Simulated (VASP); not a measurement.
# MnO in VASP: a series of runs

The runs below take MnO through electric field gradients, with PBE.

Program: VASP 6.6.1. These are calculated values, not measurements. Logs are shortened: lines on timing, memory, paths and dates and some standing lists are left out, and cuts for length are marked.

## (1) The cell of the first run

It takes space group I4/mmm (No. 139, tetragonal). The conventional cell has a = 3.142 Å, b = 3.142 Å, c = 4.355 Å, α = 90.00°, β = 90.00°, γ = 90.00°. Within 2.9 Å of Mn (site symmetry 4/mmm) lie 6 O at 2.18 to 2.22 Å. O (site symmetry 4/mmm) has 6 Mn at 2.18 to 2.22 Å within 2.9 Å.

## (2) Electric field gradients, PBE, collinear spin, ferromagnetic start (zz strain of -2 %)

File INCAR:

```
PREC     = Accurate       # precision mode
ENCUT    = 520            # plane-wave cutoff, eV
EDIFF    = 1E-8           # SCF threshold, eV
ISMEAR   = -1             # smearing method
SIGMA    = 0.05           # smearing width, eV
LREAL    = False          # projectors in reciprocal space
LASPH    = True           # aspherical terms in the spheres
NELM     = 150            # most SCF steps
ALGO     = Normal         # electronic algorithm
ISIF     = 2              # what is computed and relaxed
LWAVE    = False          # write WAVECAR
LCHARG   = False          # write CHGCAR
ISPIN    = 2              # spin polarisation
MAGMOM   = 4 0            # initial moments
LORBIT   = 11             # projections on sites
LMAXMIX  = 4              # l up to which the mixer works
GGA      = PE             # functional
LEFG     = True         
NBANDS   = 20             # bands
```

File KPOINTS:

```
regular mesh
0
Gamma
  16 16 16
```

File POSCAR:

```
MnO
1.0
    0.0000000000      2.2220000000      2.1775600000
    2.2220000000      0.0000000000      2.1775600000
    2.2220000000      2.2220000000      0.0000000000
Mn O
1 1
Direct
    0.0000000000      0.0000000000      0.0000000000
    0.5000000000      0.5000000000      0.5000000000
```

Potentials or basis: VASP PAW PBE potentials, release 64 (Mn_pv, O).

On the command line:

```sh
> cat potpaw_PBE.64/Mn_pv/POTCAR potpaw_PBE.64/O/POTCAR > POTCAR
> mpirun -np 1 vasp_std > vasp.out
```

OUTCAR:

```text
PREC = Accurate
   ENCUT = 520
   EDIFF = 1E-8
   ISMEAR = -1
   LREAL = False
   LASPH = True
   NELM = 150
   ISIF = 2
   ISPIN = 2
   LORBIT = 11
   GGA = PE

 ion  position               nearest neighbor table
   1  0.000  0.000  0.000-   2 2.18   2 2.18   2 2.22   2 2.22   2 2.22   2 2.22
   2  0.500  0.500  0.500-   1 2.18   1 2.18   1 2.22   1 2.22   1 2.22   1 2.22

  LATTYP: Found a body centered tetragonal cell.
 ALAT       =     3.1423825356
 C/A-ratio  =     1.3859292911

  Lattice vectors:

 A1 = (   0.0000000000,  -2.2220000000,  -2.1775600000)
 A2 = (   0.0000000000,   2.2220000000,  -2.1775600000)
 A3 = (   2.2220000000,   0.0000000000,   2.1775600000)

Analysis of symmetry for initial positions (statically):
=====================================================================
 Subroutine PRICEL returns:
 Original cell was already a primitive cell.

 Routine SETGRP: Setting up the symmetry group for a
 body centered tetragonal supercell.

 Subroutine GETGRP returns: Found 16 space group operations
 (whereof 16 operations were pure point group operations)
 out of a pool of 16 trial point group operations.

The static configuration has the point symmetry D_4h.

Analysis of symmetry for dynamics (positions and initial velocities):
=====================================================================
 Subroutine PRICEL returns:
 Original cell was already a primitive cell.

 Routine SETGRP: Setting up the symmetry group for a
 body centered tetragonal supercell.

 Subroutine GETGRP returns: Found 16 space group operations
 (whereof 16 operations were pure point group operations)
 out of a pool of 16 trial point group operations.

The dynamic configuration has the point symmetry D_4h.

Analysis of structural, dynamic, and magnetic symmetry:
=====================================================================
 Subroutine PRICEL returns:
 Original cell was already a primitive cell.

 Routine SETGRP: Setting up the symmetry group for a
 body centered tetragonal supercell.

 Subroutine GETGRP returns: Found 16 space group operations
 (whereof 16 operations were pure point group operations)
 out of a pool of 16 trial point group operations.

The overall configuration has the point symmetry D_4h.

 Subroutine INISYM returns: Found 16 space group operations
 (whereof 16 operations are pure point group operations),
 and found     1 'primitive' translations

----------------------------------------------------------------------------------------

                                     Primitive cell

  volume of cell :      21.5025

  direct lattice vectors                    reciprocal lattice vectors
     0.000000000  2.222000000  2.177560000    -0.225022502  0.225022502  0.229614798
     2.222000000  0.000000000  2.177560000     0.225022502 -0.225022502  0.229614798
     2.222000000  2.222000000  0.000000000     0.225022502  0.225022502 -0.229614798

  length of vectors
     3.111117412  3.111117412  3.142382536     0.392419684  0.392419684  0.392419684

  position of ions in fractional coordinates (direct lattice)
     0.000000000  0.000000000  0.000000000
     0.500000000  0.500000000  0.500000000

  ion indices of the primitive-cell ions
   primitive index   ion index
                 1           1
                 2           2

----------------------------------------------------------------------------------------

 KPOINTS: regular mesh

Automatic generation of k-mesh.
 Grid dimensions read from file:
 generate k-points for:   16   16   16

 Generating k-lattice:

[... 58 lines left out ...]
   LASPH  =      T    aspherical Exc in radial PAW
   ENCUT  =  520.0 eV  38.22 Ry    6.18 a.u.   5.78  5.78  5.84*2*pi/ulx,y,z
   NELM   =    150;   NELMIN=  2; NELMDL= -5     # of ELM steps
   EDIFF  = 0.1E-07   stopping-criterion for ELM
   LREAL  =      F    real-space projection
   EDIFFG = 0.1E-06   stopping-criterion for IOM
   NSW    =      0    number of steps for IOM
   IBRION =     -1    ionic relax: 0-MD 1-quasi-New 2-CG
   NFREE  =      0    steps in history (QN), initial steepest desc. (CG)
   ISIF   =      2    stress and relaxation
   ISYM   =      2    0-nonsym 1-usesym 2-fastsym
   POTIM  = 0.5000    time-step for ionic-motion
   TEBEG  =    0.0;   TEEND  =   0.0 temperature during run
   PSTRESS=    0.0 pullay stress
   NELECT =      19.0000    total number of electrons
   NUPDOWN=      -1.0000    fix difference up-down
   EMIN   =  10.00;   EMAX   =-10.00  energy-range for DOS
   EFERMI =   0.00;   METHOD = LEGACY
   ISMEAR =    -1;   SIGMA  =   0.05  broadening in eV -4-tet -1-fermi 0-gaus
   EFERMI_NEDOS =   21; number of points for ismear=-14 and -15
   IALGO  =     38    algorithm
   IMIX   =      4    mixing-type and parameters
     AMIX     =   0.40;   BMIX     =  1.00
     AMIX_MAG =   1.60;   BMIX_MAG =  1.00
  volume/ion in A,a.u.               =      10.75        72.55
  Fermi-wavevector in a.u.,A,eV,Ry     =   1.570953  2.968671 33.577742  2.467894
  Thomas-Fermi vector in A             =   2.672610
   LORBIT       =     11    0 simple, 1 ext, 2 COOP (PROOUT), +10 PAW based schemes
   GGA     = PE    functional components
   LHFCALC =     F    Hartree Fock is set to
   AEXX    =    0.0000 exact exchange contribution
   IVDW    =     0    specifies the selected vdW correction
   LEPSILON=     F    determine dielectric tensor
   LRPA    =     F    only Hartree local field effects (RPA)
 spin polarized calculation
  energy-cutoff  :      520.00
  volume of cell :       21.50
 maximum number of plane-waves:       592
   NGX = 11   NGY = 11   NGZ = 11

 number of electron      19.0000000 magnetization       4.7056275

 Free energy of the ion-electron system (eV)
  ---------------------------------------------------
  ext. energy  EPLUGINS =         0.00000000
  ---------------------------------------------------
  free energy    TOTEN  =       -16.40254221 eV

  energy without entropy =      -16.39467130  energy(sigma->0) =      -16.39860675

 E-fermi :   7.8258     XC(G=0): -11.9876

 val. band max:        7.8175682518   @ k =  -0.3125   0.1875   0.0625
 cond. band min:       7.8266815343   @ k =  -0.3750   0.0625   0.4375
 fundamental gap:      0.0091132826
 Fermi energy:         7.8258490094

 spin component 1

 k-point     1 :       0.0000    0.0000    0.0000
  band No.  band energies     occupation
      1     -42.5546      1.00000
      2     -42.5498      1.00000
      3     -42.5498      1.00000
      4     -12.6585      1.00000
      5       3.9231      1.00000
      6       3.9619      1.00000
[... 541 lines left out ...]
     19      27.7880      0.00000
     20      29.6524      0.00000

 [... further k-points ...]

 spin component 2

 k-point     1 :       0.0000    0.0000    0.0000
  band No.  band energies     occupation
      1     -37.9632      1.00000
      2     -37.9296      1.00000
      3     -37.9296      1.00000
      4     -12.2222      1.00000
      5       4.2798      1.00000
      6       4.3543      1.00000
[... 541 lines left out ...]
     19      29.7319      0.00000
     20      31.8041      0.00000

 [... further k-points ...]

------------------------ aborting loop because EDIFF is reached ----------------------------------------

  FORCE on cell =-STRESS in cart. coord.  units (eV):
  Direction    XX          YY          ZZ          XY          YZ          ZX
  --------------------------------------------------------------------------------------
  -------------------------------------------------------------------------------------
  Total        0.3177841      0.3177841      0.3275588      0.0000000     -0.0000000      0.0000000
  in kB       23.6785170     23.6785170     24.4068421      0.0000000     -0.0000000      0.0000000
  external PRESSURE =      23.9212920 kB  Pullay stress =       0.0000000 kB

 VOLUME and BASIS-vectors are now :
 -----------------------------------------------------------------------------
  energy-cutoff  :      520.00
  volume of cell :       21.50
      direct lattice vectors                 reciprocal lattice vectors
     0.000000000  2.222000000  2.177560000    -0.225022502  0.225022502  0.229614798
     2.222000000  0.000000000  2.177560000     0.225022502 -0.225022502  0.229614798
     2.222000000  2.222000000  0.000000000     0.225022502  0.225022502 -0.229614798

 POSITION                                       TOTAL-FORCE (eV/Angst)
 -----------------------------------------------------------------------------------
      0.00000      0.00000      0.00000        -0.000000      0.000000      0.000000
      2.22200      2.22200      2.17756         0.000000     -0.000000      0.000000
 -----------------------------------------------------------------------------------
    total drift:                                0.000000     -0.000000     -0.000000

  FREE ENERGIE OF THE ION-ELECTRON SYSTEM (eV)
  ---------------------------------------------------
  free  energy   TOTEN  =       -16.4025422110 eV

  energy  without entropy=      -16.3946712970  energy(sigma->0) =      -16.39860675

 Electric field gradients (V/A^2)
---------------------------------------------------------------------
 ion       V_xx      V_yy      V_zz      V_xy      V_xz      V_yz
---------------------------------------------------------------------
   1       2.736     2.736    -5.471     0.002     0.004     0.004
   2      -1.746    -1.746     3.492    -0.000    -0.001    -0.001
---------------------------------------------------------------------

 Electric field gradients after diagonalization (V/A^2)
 (convention: |V_zz| > |V_xx| > |V_yy|)
----------------------------------------------------------------------
 ion       V_xx      V_yy      V_zz     asymmetry (V_yy - V_xx)/ V_zz
----------------------------------------------------------------------
   1       2.738     2.734    -5.471       0.001
   2      -1.746    -1.746     3.492       0.000
----------------------------------------------------------------------

           NMR quadrupolar parameters

 Cq : quadrupolar parameter    Cq=e*Q*V_zz/h
 eta: asymmetry parameters     (V_yy - V_xx)/ V_zz
 Q  : nuclear electric quadrupole moment in mb (millibarn)
----------------------------------------------------------------------
 ion       Cq(MHz)       eta       Q (mb)
----------------------------------------------------------------------
   1      -0.013       0.001       1.000
   2       0.008       0.000       1.000
----------------------------------------------------------------------

 total charge

# of ion       s       p       d       tot
------------------------------------------
    1        0.206   6.183   4.989  11.378
    2        1.562   3.422   0.000   4.984
--------------------------------------------------
tot          1.768   9.605   4.989  16.362

 magnetization (x)

# of ion       s       p       d       tot
------------------------------------------
    1        0.034   0.026   4.221   4.281
    2        0.031   0.167   0.000   0.197
--------------------------------------------------
tot          0.065   0.193   4.221   4.479
```

Run time: 6.3 min. Hardware: 1 thread of AMD EPYC 7R13 (Zen 3), shared host; peak memory 0.29 GiB.

What came out:

```yaml
Free_energy: -16.4025 eV
Pressure: 2.4 GPa
Net_moment: 4.71 μB per cell
Site_moments: Mn +4.28; O +0.20 μB
Largest_electric_field_gradient_by_atom: Mn -5.5; O +3.5 V/Å²
Valence_electrons_inside_the_program's_atomic_spheres: Mn 11.38; O 4.98
```

Levels at points of the mesh, in eV from the Fermi level:
Spin up:
| k point | band 8 | band 9 | band 10 | band 11 | band 12 | band 13 | band 14 | band 15 | band 16 | band 17 |
| --- | --- | --- | --- | --- | --- | --- | --- | --- | --- | --- |
| (0.00, 0.00, 0.00) | -3.28 | -3.28 | -3.19 | -2.74 | -2.69 | -0.43 | 14.03 | 16.49 | 16.50 | 16.50 |
| (0.50, 0.00, 0.00) | -2.34 | -2.31 | -1.88 | 0.15 | 0.33 | 3.51 | 7.90 | 11.79 | 12.24 | 18.74 |
| (0.50, 0.50, 0.00) | -4.29 | -2.26 | -2.04 | -2.04 | -1.86 | 5.18 | 8.07 | 10.35 | 13.72 | 13.72 |
| (0.50, 0.00, 0.50) | -4.30 | -2.27 | -2.06 | -2.02 | -1.90 | 5.15 | 7.83 | 10.60 | 13.78 | 14.09 |
Spin down:
| k point | band 3 | band 4 | band 5 | band 6 | band 7 | band 8 | band 9 | band 10 | band 11 | band 12 |
| --- | --- | --- | --- | --- | --- | --- | --- | --- | --- | --- |
| (0.00, 0.00, 0.00) | -45.76 | -20.05 | -3.55 | -3.47 | -3.47 | 0.61 | 0.61 | 0.73 | 0.79 | 1.29 |
| (0.50, 0.00, 0.00) | -45.77 | -19.05 | -7.58 | -5.05 | -5.01 | 1.88 | 1.91 | 1.94 | 3.58 | 3.70 |
| (0.50, 0.50, 0.00) | -45.79 | -19.07 | -6.59 | -4.52 | -4.52 | -0.98 | 1.94 | 2.14 | 2.36 | 2.36 |
| (0.50, 0.00, 0.50) | -45.78 | -19.10 | -6.62 | -4.54 | -4.41 | -0.97 | 1.88 | 2.15 | 2.34 | 2.39 |

Electric field gradients, principal values (V/Å²):
| atom | least | middle | greatest (by size) |
| --- | --- | --- | --- |
| 1 Mn | 2.734 | 2.738 | -5.471 |
| 2 O | -1.746 | -1.746 | 3.492 |

Caveat: the cell differs from its parent crystal (zz strain of -2 %); without QUAD_EFG the Cq values of the log hold for a quadrupole moment of 1 mb, not for the nuclei; a cell with one magnetic atom can't hold antiferromagnetic order, which such compounds often take; semilocal functionals often make such compounds metallic where correlation or magnetic order opens a gap, which also shifts bond lengths.

[end of part 1 of 2]
